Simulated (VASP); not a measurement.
# Zr (P6/mmm) in VASP: notebook, part 2 of 2

VASP 6.6.1.

**3. Relaxation of cell and atoms, PBE, target pressure 1.8 GPa, at which the enthalpy is minimised**

This run uses another cell than the first one: it holds 1 atom, not 3.

INCAR

```
PREC = Accurate
ENCUT = 600
EDIFF = 1E-6
ISMEAR = -1
SIGMA = 0.05
LREAL = False
LASPH = True
NELM = 80
ALGO = Normal
ISIF = 3
LWAVE = False
LCHARG = False
GGA = PE
IBRION = 2
NSW = 32
EDIFFG = -0.005
PSTRESS = 18.0
```

KPOINTS

```
regular mesh
0
Gamma
  14 14 13
```

POSCAR

```
Zr
1.0
    2.9982244945      0.0000000000      0.0000000000
   -1.4991122472      2.5965385784      0.0000000000
    0.0000000000      0.0000000000      3.0006750592
Zr
1
Direct
    0.0000000000      0.0000000000      0.0000000000
```

Potentials or basis: VASP PAW PBE potentials, release 64 (Zr_sv).

The run is started by

```console
$ cat potpaw_PBE.64/Zr_sv/POTCAR > POTCAR
$ mpirun -np 1 vasp_std > vasp.out
```

OUTCAR:

```text
PREC = Accurate
   ENCUT = 600
   EDIFF = 1E-6
   ISMEAR = -1
   LREAL = False
   LASPH = True
   NELM = 80
   ISIF = 3
   GGA = PE
   IBRION = 2
   NSW = 32
   EDIFFG = -0.005
   PSTRESS = 18.0

 ion  position               nearest neighbor table
   1  0.000  0.000  0.000-

  LATTYP: Found a hexagonal cell.
 ALAT       =     2.9982244945
 C/A-ratio  =     1.0008173386

  Lattice vectors:

 A1 = (   2.9982244945,   0.0000000000,   0.0000000000)
 A2 = (  -1.4991122472,   2.5965385784,   0.0000000000)
 A3 = (   0.0000000000,   0.0000000000,   3.0006750592)

Analysis of symmetry for initial positions (statically):
[... 294 lines left out ...]

 val. band max:        8.5153970075   @ k =   0.2143   0.1429   0.0769
 cond. band min:       8.5506381665   @ k =   0.2143   0.2143   0.3846
 fundamental gap:      0.0352411590
 Fermi energy:         8.5477475851

 k-point     1 :       0.0000    0.0000    0.0000
  band No.  band energies     occupation
      1     -39.9971      2.00000
      2     -17.5703      2.00000
      3     -17.3180      2.00000
      4     -17.3180      2.00000
      5       3.4178      2.00000
      6       6.8971      2.00000
      7       9.8917      0.00000
      8       9.8917      0.00000
      9      14.3031      0.00000
     10      14.3031      0.00000
[... 287 lines left out ...]
 k-point    24 :       0.3571    0.2857    0.0000
  band No.  band energies     occupation
      1     -39.7684      2.00000
      2     -18.3492      2.00000
      3     -18.1479      2.00000
      4     -17.3839      2.00000
      5       7.9049      1.99999
      6       8.2769      1.99115
      7       8.6425      0.26144
      8      11.4330      0.00000
      9      11.9558      0.00000
     10      16.3881      0.00000

 [... further k-points ...]

------------------------ aborting loop because EDIFF is reached ----------------------------------------

  FORCE on cell =-STRESS in cart. coord.  units (eV):
  Direction    XX          YY          ZZ          XY          YZ          ZX
  --------------------------------------------------------------------------------------
  -------------------------------------------------------------------------------------
  Total        0.2630160      0.2630160      0.2623435      0.0000000      0.0000000      0.0000000
  in kB       18.0343312     18.0343312     17.9882224      0.0000000      0.0000000      0.0000000
  external PRESSURE =       0.0189616 kB  Pullay stress =      18.0000000 kB
[... 20 lines left out ...]
  energy  without entropy=       -8.1500475337  energy(sigma->0) =       -8.15293666

  enthalpy is  TOTEN    =        -7.8933105025 eV   P V=        0.2625152744

 reached required accuracy - stopping structural energy minimisation
```

CONTCAR:

```text
Zr
   1.00000000000000
     2.9985321492250874    0.0000000000002192   -0.0000000000000000
    -1.4992660745623487    2.5968050152067503    0.0000000000000000
    -0.0000000000000000   -0.0000000000000000    3.0008521899369973
  Zr
     1
Direct
     0.0000000000000000    0.0000000000000000    0.0000000000000000

  0.00000000E+00  0.00000000E+00  0.00000000E+00
```

Run time: 30 s. Hardware: 1 thread of Intel Xeon 6975P-C (Granite Rapids), shared host; peak memory 0.17 GiB.

Results:

| Quantity | Value |
| --- | --- |
| Free energy | -8.1558 eV |
| Relaxed volume | 23.37 Å³/atom |
| Relaxed cell | a = 2.999 Å, b = 2.999 Å, c = 3.001 Å, α = 90.00°, β = 90.00°, γ = 120.00° |
| Space group after relaxing (to 0.1 Å) | P6/mmm (No. 191) |
| Energy change on relaxing (the run minimises the enthalpy) | -0.1 meV/atom |
| Ionic steps | 4 |
| Pressure after relaxing | 1.8 GPa |
| Band gap on the k mesh | zero (bands 6 and 7 overlap by 0.47 eV) |

Final structure:
```xyz
1
Lattice="2.9985 0.0000 0.0000 -1.4993 2.5968 0.0000 0.0000 0.0000 3.0009" Properties=species:S:1:pos:R:3 pbc="T T T"
Zr    0.0000    0.0000    0.0000
```

Caveat: the cell is relaxed towards a set pressure, so the run minimises the enthalpy, not the energy.

**4. Relaxation of cell and atoms, PBE, target pressure 1.8 GPa, at which the enthalpy is minimised**

This run uses another cell than the first one: it holds 1 atom, not 3.

INCAR

```
SYSTEM = Zr
ALGO = Normal ; EDIFF = 1E-6
EDIFFG = -0.005 ; ENCUT = 600
GGA = PE ; IBRION = 2
ISIF = 3 ; ISMEAR = -1
LASPH = .TRUE. ; LCHARG = .FALSE.
LREAL = .FALSE. ; LWAVE = .FALSE.
NELM = 100 ; NSW = 60
PREC = Accurate ; PSTRESS = 18.0
SIGMA = 0.05
```

KPOINTS

```
k-points
0
G
  14 14 13
  0 0 0
```

POSCAR

```
Zr
1.0
    3.0831483798      0.0000000000      0.0000000000
   -1.5415741899      2.6700848206      0.0000000000
    0.0000000000      0.0000000000      2.8981594770
Zr
1
Direct
    0.0000000000      0.0000000000      0.0000000000
```

The run is started by

```console
$ cat potpaw_PBE.64/Zr_sv/POTCAR > POTCAR
$ mpirun -np 1 vasp_std > vasp.out
```

Wall time 2 min (1 thread of Intel Xeon 6975P-C (Granite Rapids), shared host); peak memory 0.2 GiB.

Results (log left out):

* Free energy: -8.1560 eV
* Relaxed volume: 23.37 Å³/atom
* Relaxed cell: a = 2.999 Å, b = 2.999 Å, c = 3.002 Å, α = 90.00°, β = 90.00°, γ = 120.00°
* Space group after relaxing (to 0.1 Å): P6/mmm (No. 191)
* Energy change on relaxing (the run minimises the enthalpy): -25.5 meV/atom
* Ionic steps: 11
* Pressure after relaxing: 1.8 GPa
* Band gap on the k mesh: zero (bands 6 and 7 overlap by 0.47 eV)

The path:
```
step  energy change (eV)  largest force (eV/Å)  pressure (GPa)  volume (Å³)
   1              0.0000                0.0000           -0.51        23.86
   2             -0.0115                0.0000            4.56        22.66
   3             -0.0160                0.0000            3.48        22.89
   4             -0.0259                0.0000            1.60        23.46
   5             -0.0247                0.0000            2.08        23.30
   6             -0.0248                0.0000            2.08        23.31
   7             -0.0260                0.0000            1.63        23.42
   8             -0.0256                0.0000            1.78        23.38
   9             -0.0256                0.0000            1.76        23.38
  10             -0.0252                0.0000            1.92        23.34
  11             -0.0255                0.0000            1.81        23.37
```

Final structure:
```
Zr
1.0
     2.99851    0.00000    0.00000
    -1.49926    2.59679    0.00000
     0.00000    0.00000    3.00153
Zr
1
Direct
  0.00000 0.00000 0.00000
```

Levels at points of the mesh, in eV from the Fermi level:
| k point | band 4 | band 5 | band 6 | band 7 | band 8 | band 9 |
| --- | --- | --- | --- | --- | --- | --- |
| (0.00, 0.00, 0.00) | -25.87 | -5.13 | -1.65 | 1.34 | 1.34 | 5.75 |
| (0.50, 0.00, 0.00) | -25.95 | -2.74 | -0.52 | 1.59 | 2.15 | 4.99 |

Caveat: the cell is relaxed towards a set pressure, so the run minimises the enthalpy, not the energy.

**5. Summary**

```tsv
task	cell	k mesh	cutoff (eV)	gap on the mesh (eV)	pressure (GPa)
single point	a = 5.011, b = 5.011, c = 3.129 Å, angles 90.0, 90.0, 120.0°, 3 atoms, atomic positions A	7 × 7 × 10	520	none	1.8
relaxation of cell and atoms	relaxed to 1.8 GPa from a = 2.998, b = 2.998, c = 3.001 Å, angles 90.0, 90.0, 120.0°, 1 atom, atomic positions B	14 × 14 × 13	600	none	1.8
relaxation of cell and atoms	relaxed to 1.8 GPa from a = 3.083, b = 3.083, c = 2.898 Å, angles 90.0, 90.0, 120.0°, 1 atom, atomic positions B	14 × 14 × 13	600	none	1.8
```

Alike in all rows: level PBE; potentials or basis VASP PAW PBE potentials, release 64 (Zr_sv); no spin polarisation; smearing fermi-dirac 0.05 eV.

Caveats: the cell is relaxed towards a set pressure, so the run minimises the enthalpy, not the energy (at least some runs).

Total energies depend on the potentials used, so only differences within one code and one set of settings carry meaning.
